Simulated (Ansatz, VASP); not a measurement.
**Cd in VASP and in Ansatz**

```
Cd
1.0
     2.43913    1.40823    1.14366
    -2.43913    1.40823    1.14366
     0.00000   -2.81646    1.14366
Cd
1
Direct
  0.50000 0.50000 0.50000
```

Alike in both runs: functional PBE; k mesh 18 × 18 × 18; occupations gaussian, width 0.1 eV; no spin polarisation.

Ansatz relaxed the structure, and its values are those at the end. VASP's run is a single point on that final structure, the one shown.

|  | VASP | Ansatz |
| --- | --- | --- |
| version | VASP 6.6.1 | Ansatz 0.2.0 |
| potentials or method | VASP PAW PBE potentials, release 64 (Cd), cutoff 520 eV | scalar-relativistic, plane waves, PAW |
| valence electrons in the cell | 12 | 20 |

```tsv
	VASP	Ansatz	Ansatz less VASP
gap on the k mesh at the Fermi level (eV)	none	none	-
pressure (GPa)	0.2	0.0	-0.23
```

A gap of «none» marks a metal or a gap that the smearing closes. The functional is the same, so the differences come from potentials, cutoffs and numerics. VASP's potentials hold 12 valence electrons a cell and Ansatz's 20, so a difference there can come from the potentials and not from the codes.
